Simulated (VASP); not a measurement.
Set up this calculation in VASP 6.6.1, as the native input.

```
Task                   : single point
Functional             : PBE
Potentials or basis    : VASP PAW PBE potentials, release 64 (Li_sv, F)
Cutoff                 : 520 eV
k mesh                 : 1 × 1 × 18
Occupations            : gaussian, width 0.05 eV
Spin                   : collinear spin
Starting moments       : [0.5, 0.5, 0.5, 0.5] μB
Dipole correction      : no
Further INCAR settings : ALGO = Normal; EDIFF = 1e-06; NBANDS = 22
```

The structure of LiF lies in POSCAR:

```
LiF
1.0
   10.9000000000      0.0000000000      0.0000000000
    0.0000000000      9.3000000000      0.0000000000
    0.0000000000      0.0000000000      3.6603610788
Li F
2 2
Direct
    0.4118491025      0.5000000000      0.0000000000
    0.5881508975      0.5000000000      0.5000000000
    0.4118491025      0.5000000000      0.5000000000
    0.5881508975      0.5000000000      0.0000000000
```

One way to write it, as run:

INCAR

```
SYSTEM = LiF
PREC = Accurate ; ENCUT = 520
EDIFF = 1E-6 ; ISMEAR = 0
SIGMA = 0.05 ; LREAL = .False.
LASPH = .True. ; NELM = 150
ALGO = Normal ; ISIF = 2
LWAVE = .False. ; LCHARG = .False.
ISPIN = 2 ; MAGMOM = 0.5 0.5 0.5 0.5
LORBIT = 11 ; GGA = PE
NBANDS = 22
```

KPOINTS

```
Automatic mesh
0
Gamma
  1 1 18
  0 0 0
```

Potentials or basis: VASP PAW PBE potentials, release 64 (Li_sv, F).

Run with:

```bash
$ cat potpaw_PBE.64/Li_sv/POTCAR potpaw_PBE.64/F/POTCAR > POTCAR
$ mpirun -np 1 vasp_std > vasp.out
```

Results of the run:

| Item | Value |
| --- | --- |
| Largest force | 0.386 eV/Å |
| Band gap on the k mesh | 6.24 eV |
| Net moment | 0.00 μB per cell |
| Valence electrons inside the program's atomic spheres | Li 2.07; F 6.12 |

It took 5.5 min on 1 thread of Intel(R) Xeon(R) Platinum 8488C (Sapphire Rapids), with other jobs on the host, peak memory 0.6 GiB.
